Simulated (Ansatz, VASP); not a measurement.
**One calculation of Be2CdF6, two programs**

```
CELL_PARAMETERS angstrom
0.00000 3.54008 3.54008
3.54008 0.00000 3.54008
3.54008 3.54008 0.00000
ATOMIC_POSITIONS crystal
Be 0.75000 0.75000 0.75000
Be 0.25000 0.25000 0.25000
Cd 0.00000 0.00000 0.00000
F 0.50000 0.00000 0.00000
F 0.00000 0.50000 0.50000
F 0.00000 0.50000 0.00000
F 0.50000 0.00000 0.50000
F 0.00000 0.00000 0.50000
F 0.50000 0.50000 0.00000
```

Change from the starting cell: ordered vacancies on the A sites of perovskite (Fm-3m, No. 225).

Alike in both runs: functional PBE; k mesh 6 × 6 × 6; occupations gaussian, width 0.02 eV; no spin polarisation.

Ansatz relaxed the structure, and its values are those at the end. VASP's run is a single point on that final structure, the one shown.

```csv
,VASP,Ansatz
version,VASP 6.6.1,Ansatz 0.2.0
potentials or method,"VASP PAW PBE potentials, release 64 (Be, Cd, F), cutoff 520 eV","scalar-relativistic, plane waves, PAW"
valence electrons in the cell,58,66
```

Ansatz gave:

| Property | Result |
| --- | --- |
| gap on the k mesh at the Fermi level (eV) | 3.26 |
| least direct gap on the mesh (eV) | 3.26 |
| pressure (GPa) | 0.0 |

**Question.** Which values does VASP return?

**Answer.** gap on the k mesh at the Fermi level (eV): 3.22; least direct gap on the mesh (eV): 3.22; pressure (GPa): 0.1.

VASP's potentials hold 58 valence electrons a cell and Ansatz's 66, so a difference there can come from the potentials and not from the codes.
